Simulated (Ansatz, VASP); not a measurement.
# One calculation of BN, two programs

Contents of INCAR:

```
SYSTEM = BN
  PREC = Accurate
  ENCUT = 520
  EDIFF = 1E-7
  ISMEAR = 0
  SIGMA = 0.05
  LREAL = .FALSE.
  LASPH = .TRUE.
  NELM = 80
  ALGO = Normal
  ISIF = 2
  LWAVE = .FALSE.
  LCHARG = .FALSE.
  GGA = PE
  NBANDS = 26
```

KPOINTS

```
Automatic mesh
0
G
  6 6 10
  0 0 0
```

POSCAR

```
BN
1.0
    4.4890000000      0.0000000000      0.0000000000
    0.0000000000      4.4890000000      0.0000000000
    0.0000000000      0.0000000000      2.7021000000
B N
4 4
Direct
    0.1742811368      0.8257188632      0.5000000000
    0.3257188632      0.3257188632      0.0000000000
    0.6742811368      0.6742811368      0.0000000000
    0.8257188632      0.1742811368      0.5000000000
    0.8126115048      0.8126115048      0.5000000000
    0.3126115048      0.6873884952      0.0000000000
    0.6873884952      0.3126115048      0.0000000000
    0.1873884952      0.1873884952      0.5000000000
```

Input for Ansatz:

```yaml
crystal:
  lattice:
    - [4.489, 0.0, 0.0]
    - [0.0, 4.489, 0.0]
    - [0.0, 0.0, 2.7021]
  atoms:
    - { symbol: B, position: [0.1742811368, 0.8257188632, 0.5] }
    - { symbol: B, position: [0.3257188632, 0.3257188632, 0.0] }
    - { symbol: B, position: [0.6742811368, 0.6742811368, 0.0] }
    - { symbol: B, position: [0.8257188632, 0.1742811368, 0.5] }
    - { symbol: "N", position: [0.8126115048, 0.8126115048, 0.5] }
    - { symbol: "N", position: [0.3126115048, 0.6873884952, 0.0] }
    - { symbol: "N", position: [0.6873884952, 0.3126115048, 0.0] }
    - { symbol: "N", position: [0.1873884952, 0.1873884952, 0.5] }
basis:
  ecutwfc: 520.0
kpoints:
  mp_grid: { grid: [6, 6, 10] }
hamiltonian:
  xc: pbe
  pseudopotentials: { kind: paw, azcp: { folder: soft_1 } }
scf:
  occupations: { method: gaussian, width: 0.05 }
output:
  forces: true
  stress: true
  eigenvalues: true
  write_density: true
  write_potential: true
  elf: true
  volumetric_format: npy
```

Alike in both runs: task single point; functional PBE; k mesh 6 × 6 × 10; occupations gaussian, width 0.05 eV; no spin polarisation.

|  | VASP | Ansatz |
| --- | --- | --- |
| version | VASP 6.6.1 | Ansatz 0.2.0 |
| potentials or method | VASP PAW PBE potentials, release 64 (B, N), cutoff 520 eV | scalar-relativistic, plane waves, PAW |
| valence electrons in the cell | 32 | 32 |

```tsv
	VASP	Ansatz	Ansatz less VASP
gap on the k mesh at the Fermi level (eV)	4.80	4.81	+0.009
least direct gap on the mesh (eV)	5.56	5.56	+0.002
pressure (GPa)	-26.6	-26.7	-0.08
traceless stress, the component that is largest in VASP (GPa)	-21.30	-21.23	+0.075
rms of the force components (eV/Å)	0.025	0.024	-0.0009
```

Atom by atom the forces differ by 0.005 eV/Å (rms over components).
